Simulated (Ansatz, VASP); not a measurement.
# One calculation of H6C2O, two programs

```
CELL_PARAMETERS angstrom
7.52907 0.00000 0.00000
0.00000 7.52907 0.00000
0.00000 0.00000 7.52907
ATOMIC_POSITIONS crystal
C 0.11065 0.21741 0.34383
C 0.25427 0.21629 0.20078
C 0.65316 0.52448 0.67228
C 0.45754 0.48946 0.64057
C 0.31817 0.74256 0.04252
C 0.42503 0.67216 0.19727
C 0.85318 0.94410 0.95114
C 0.74593 0.11084 0.91761
O 0.19758 0.32747 0.05903
O 0.40192 0.33173 0.73681
O 0.57275 0.56804 0.13227
O 0.68600 0.17928 0.08516
H 0.28577 0.32486 0.96287
H 0.38260 0.26211 0.25612
H 0.27738 0.07920 0.15304
H 0.14210 0.12071 0.44968
H 0.09752 0.35100 0.40272
H 0.98055 0.18220 0.28655
H 0.31557 0.26962 0.66325
H 0.37786 0.60407 0.68541
H 0.43003 0.46936 0.49800
H 0.69252 0.64824 0.60481
H 0.68059 0.54172 0.81463
H 0.73470 0.41467 0.62105
H 0.65798 0.55595 0.22815
H 0.47541 0.78224 0.27994
H 0.33746 0.58802 0.27916
H 0.20575 0.81974 0.09357
H 0.39859 0.82884 0.95646
H 0.26202 0.63168 0.96654
H 0.62579 0.29209 0.06379
H 0.82971 0.20996 0.84898
H 0.63087 0.08242 0.83063
H 0.89688 0.88567 0.82465
H 0.97199 0.97611 0.02961
H 0.77441 0.84368 0.02230
```

Alike in both runs: functional PBE; dispersion D3(BJ); k mesh 1 × 1 × 1; occupations fermi-dirac, width 0.05 eV; no spin polarisation.

Ansatz relaxed the structure, and its values are those at the end. VASP's run is a single point on that final structure, the one shown.

```csv
,VASP,Ansatz
version,VASP 6.6.1,Ansatz 0.2.0
potentials or method,"VASP PAW PBE potentials, release 64 (C, O, H), cutoff 520 eV","scalar-relativistic, plane waves, PAW"
valence electrons in the cell,80,80
```

```tsv
	VASP	Ansatz	Ansatz less VASP
gap on the k mesh at the Fermi level (eV)	4.41	4.42	+0.011
rms of the force components (eV/Å)	0.051	0.052	+0.0014
```

Ansatz's warnings: xc potential rough in thin density.
